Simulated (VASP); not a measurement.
# KI (F-43m) in VASP: further runs, part 2 of 2

VASP 6.6.1.

## (3) Single point, PBE

File INCAR:

```
  PREC = Accurate
  ENCUT = 500
  EDIFF = 1E-6
  ISMEAR = -1
  SIGMA = 0.2
  LREAL = F
  LASPH = T
  NELM = 120
  ALGO = Normal
  ISIF = 2
  LWAVE = F
  LCHARG = F
  GGA = PE
  NBANDS = 15
  GGA_COMPAT = F
```

File KPOINTS:

```
Automatic mesh
0
Gamma
  4 4 4
```

File POSCAR:

```
KI
1.0
    0.0000000000      3.9658942500      3.9658942500
    3.9658942500      0.0000000000      3.9658942500
    3.9658942500      3.9658942500      0.0000000000
K I
1 1
Direct
    0.0000000000      0.0000000000      0.0000000000
    0.2500000000      0.2500000000      0.2500000000
```

Potentials or basis: VASP PAW PBE potentials, release 64 (K_sv, I).

Command:

```sh
$ cat potpaw_PBE.64/K_sv/POTCAR potpaw_PBE.64/I/POTCAR > POTCAR
$ mpirun -np 1 vasp_std > vasp.out
```

OUTCAR:

```text
PREC = Accurate
   ENCUT = 500
   EDIFF = 1E-6
   ISMEAR = -1
   LREAL = F
   LASPH = T
   NELM = 120
   ISIF = 2
   GGA = PE

 ion  position               nearest neighbor table
   1  0.000  0.000  0.000-   2 3.43   2 3.43   2 3.43   2 3.43
   2  0.250  0.250  0.250-   1 3.43   1 3.43   1 3.43   1 3.43

  LATTYP: Found a face centered cubic cell.
 ALAT       =     7.9317885000

  Lattice vectors:

 A1 = (   0.0000000000,   3.9658942500,   3.9658942500)
 A2 = (   3.9658942500,   0.0000000000,   3.9658942500)
 A3 = (   3.9658942500,   3.9658942500,   0.0000000000)

Analysis of symmetry for initial positions (statically):
=====================================================================
 Subroutine PRICEL returns:
 Original cell was already a primitive cell.

 Routine SETGRP: Setting up the symmetry group for a
 face centered cubic supercell.

 Subroutine GETGRP returns: Found 24 space group operations
 (whereof 24 operations were pure point group operations)
 out of a pool of 48 trial point group operations.

The static configuration has the point symmetry T_d .

Analysis of symmetry for dynamics (positions and initial velocities):
=====================================================================
 Subroutine PRICEL returns:
 Original cell was already a primitive cell.

 Routine SETGRP: Setting up the symmetry group for a
 face centered cubic supercell.

 Subroutine GETGRP returns: Found 24 space group operations
 (whereof 24 operations were pure point group operations)
 out of a pool of 48 trial point group operations.

The dynamic configuration has the point symmetry T_d .

 Subroutine INISYM returns: Found 24 space group operations
 (whereof 24 operations are pure point group operations),
 and found     1 'primitive' translations

----------------------------------------------------------------------------------------

                                     Primitive cell

[... 101 lines left out ...]
   IVDW    =     0    specifies the selected vdW correction
   LEPSILON=     F    determine dielectric tensor
   LRPA    =     F    only Hartree local field effects (RPA)
 non-spin polarized calculation
  energy-cutoff  :      500.00
  volume of cell :      124.75
 maximum number of plane-waves:      3218
 NGX is ok and might be reduce to    42
   NGX = 21   NGY = 21   NGZ = 21

 number of electron      16.0000003 magnetization

 Free energy of the ion-electron system (eV)
  ---------------------------------------------------
  ext. energy  EPLUGINS =         0.00000000
  ---------------------------------------------------
  free energy    TOTEN  =        -5.38591001 eV

  energy without entropy =       -5.38582299  energy(sigma->0) =       -5.38586650

 E-fermi :   0.2329     XC(G=0):  -5.7318

 val. band max:       -2.1849735773   @ k =   0.0000   0.0000   0.0000
 cond. band min:       1.7464488758   @ k =   0.0000   0.0000   0.0000
 fundamental gap:      3.9314224531
 Fermi energy:         0.2328617397

 k-point     1 :       0.0000    0.0000    0.0000
  band No.  band energies     occupation
      1     -30.6484      2.00000
      2     -14.1428      2.00000
      3     -14.1428      2.00000
      4     -14.1428      2.00000
      5     -12.1992      2.00000
      6      -2.1850      1.99999
      7      -2.1850      1.99999
      8      -2.1850      1.99999
      9       1.7464      0.00103
     10       5.3589      0.00000
     11       5.3589      0.00000
     12       5.9779      0.00000
     13       5.9779      0.00000
     14       5.9779      0.00000
[... 113 lines left out ...]
      2     -14.2088      2.00000
      3     -14.1525      2.00000
      4     -14.1500      2.00000
      5     -12.0701      2.00000
      6      -2.4972      2.00000
      7      -2.4285      2.00000
      8      -2.2525      1.99999
      9       3.4176      0.00000
     10       4.2895      0.00000
     11       5.2345      0.00000
     12       5.4099      0.00000
     13       6.2330      0.00000
     14       6.6042      0.00000
     15       6.9906      0.00000

------------------------ aborting loop because EDIFF is reached ----------------------------------------

  FORCE on cell =-STRESS in cart. coord.  units (eV):
  Direction    XX          YY          ZZ          XY          YZ          ZX
  --------------------------------------------------------------------------------------
  -------------------------------------------------------------------------------------
  Total        0.1487710      0.1487710      0.1487710      0.0000000      0.0000000      0.0000000
  in kB        1.9106252      1.9106252      1.9106252      0.0000000      0.0000000      0.0000000
  external PRESSURE =       1.9106252 kB  Pullay stress =       0.0000000 kB

 VOLUME and BASIS-vectors are now :
 -----------------------------------------------------------------------------
  energy-cutoff  :      500.00
  volume of cell :      124.75
      direct lattice vectors                 reciprocal lattice vectors
     0.000000000  3.965894250  3.965894250    -0.126074970  0.126074970  0.126074970
     3.965894250  0.000000000  3.965894250     0.126074970 -0.126074970  0.126074970
     3.965894250  3.965894250  0.000000000     0.126074970  0.126074970 -0.126074970

 POSITION                                       TOTAL-FORCE (eV/Angst)
 -----------------------------------------------------------------------------------
      0.00000      0.00000      0.00000         0.000000      0.000000      0.000000
      1.98295      1.98295      1.98295        -0.000000     -0.000000     -0.000000
 -----------------------------------------------------------------------------------
    total drift:                                0.000000      0.000000      0.000000

  FREE ENERGIE OF THE ION-ELECTRON SYSTEM (eV)
  ---------------------------------------------------
  free  energy   TOTEN  =        -5.3859100132 eV

  energy  without entropy=       -5.3858229921  energy(sigma->0) =       -5.38586650
```

OSZICAR:

```text
N       E                     dE             d eps       ncg     rms          rms(c)
DAV:   1     0.919033424783E+02    0.91903E+02   -0.59415E+03   240   0.839E+02
DAV:   2     0.971583221565E+00   -0.90932E+02   -0.85352E+02   303   0.199E+02
DAV:   3    -0.522545931213E+01   -0.61970E+01   -0.61737E+01   352   0.471E+01
DAV:   4    -0.556703295162E+01   -0.34157E+00   -0.34153E+00   423   0.988E+00
DAV:   5    -0.556827813859E+01   -0.12452E-02   -0.12451E-02   345   0.745E-01    0.296E+00
DAV:   6    -0.538958251424E+01    0.17870E+00   -0.20235E-01   310   0.213E+00    0.216E+00
DAV:   7    -0.536642510455E+01    0.23157E-01   -0.21543E-01   331   0.191E+00    0.934E-01
DAV:   8    -0.538248792805E+01   -0.16063E-01   -0.22561E-02   301   0.831E-01    0.151E-01
DAV:   9    -0.538483346480E+01   -0.23455E-02   -0.35687E-03   282   0.260E-01    0.105E-01
DAV:  10    -0.538578214194E+01   -0.94868E-03   -0.60730E-04   256   0.143E-01    0.247E-02
DAV:  11    -0.538588644005E+01   -0.10430E-03   -0.14279E-04   289   0.621E-02    0.223E-02
DAV:  12    -0.538590940454E+01   -0.22964E-04   -0.24236E-05   254   0.334E-02    0.896E-03
DAV:  13    -0.538591001317E+01   -0.60863E-06   -0.37478E-07   267   0.486E-03
   1 F= -.53859100E+01 E0= -.53858665E+01  d E =-.870210E-04
```

stdout:

```text
POSCAR found type information on POSCAR K I
 POSCAR found :  2 types and       2 ions
 scaLAPACK will be used
 LDA part: xc-table for (Slater+PW92), standard interpolation
 POSCAR, INCAR and KPOINTS ok, starting setup
 FFT: planning ... GRIDC
 FFT: planning ... GRID_SOFT
 FFT: planning ... GRID
 WAVECAR not read
 entering main loop
```

Run time: 26 s. Hardware: 1 thread of Intel Xeon Platinum 8375C at 2.90GHz (Ice Lake), shared host; peak memory 0.25 GiB.

What came out:

```yaml
Free_energy: -5.3859 eV
Pressure: 0.2 GPa
Band_gap_on_the_k_mesh: 3.93 eV
```

Levels at points of the mesh, in eV from the valence-band top:
```csv
k point,band 4,band 5,band 6,band 7,band 8,band 9,band 10,band 11,band 12,band 13
"(0.00, 0.00, 0.00)",-11.96,-10.01,0.00,0.00,0.00,3.93,7.54,7.54,8.16,8.16
"(0.50, 0.00, 0.00)",-11.96,-9.92,-0.46,-0.01,-0.01,5.67,6.50,7.12,7.12,8.46
"(0.50, 0.50, 0.00)",-11.96,-9.89,-0.48,-0.06,-0.06,5.29,6.25,7.91,8.36,8.36
```

Caveat: spin-orbit coupling is left out, which moves the levels of the heavy elements.

## (4) Single point, PBE

File INCAR:

```
SYSTEM = KI
ALGO = Normal ; EDIFF = 1E-6
ENCUT = 500 ; GGA = PE
GGA_COMPAT = .FALSE. ; ISIF = 2
ISMEAR = 0 ; LASPH = .TRUE.
LCHARG = .TRUE. ; LELF = .TRUE.
LREAL = .FALSE. ; LVHAR = .TRUE.
LWAVE = .FALSE. ; NBANDS = 15
NELM = 120 ; PREC = Accurate
SIGMA = 0.05
```

File KPOINTS:

```
k-points
0
G
  4 4 4
  0 0 0
```

POSCAR is that of step 3.

Command:

```sh
$ cat potpaw_PBE.64/K_sv/POTCAR potpaw_PBE.64/I/POTCAR > POTCAR
$ mpirun -np 1 vasp_std > vasp.out
```

It took 29 s on 1 thread of Intel Xeon Platinum 8375C at 2.90GHz (Ice Lake), shared host; peak memory 0.25 GiB.

The run converged. Its results:

```
Free energy            : -5.3859 eV
Pressure               : 0.2 GPa
Band gap on the k mesh : 3.93 eV
```

Levels at points of the mesh, in eV from the valence-band top:
| k point | band 6 | band 7 | band 8 | band 9 | band 10 | band 11 |
| --- | --- | --- | --- | --- | --- | --- |
| (0.00, 0.00, 0.00) | 0.00 | 0.00 | 0.00 | 3.93 | 7.54 | 7.54 |
| (0.50, 0.00, 0.00) | -0.46 | -0.01 | -0.01 | 5.66 | 6.50 | 7.12 |
| (0.50, 0.50, 0.00) | -0.48 | -0.06 | -0.06 | 5.29 | 6.25 | 7.91 |

Caveat: spin-orbit coupling is left out, which moves the levels of the heavy elements.

## (5) Overview

| k mesh | smearing | gap on the mesh (eV) | pressure (GPa) |
| --- | --- | --- | --- |
| 2 × 2 × 2 | gaussian 0.01 eV | 3.91 | 0.3 |
| 4 × 4 × 4 | fermi-dirac 0.2 eV | 3.93 | 0.2 |
| 4 × 4 × 4 | gaussian 0.05 eV | 3.93 | 0.2 |

Alike in all rows: task single point; level PBE; potentials or basis VASP PAW PBE potentials, release 64 (K_sv, I); no spin polarisation; cell as given; cutoff (eV) 500.

Caveats: some runs use coarse meshes; spin-orbit coupling is left out, which moves the levels of the heavy elements.

Absolute energies hang on the potentials; compare differences alone.
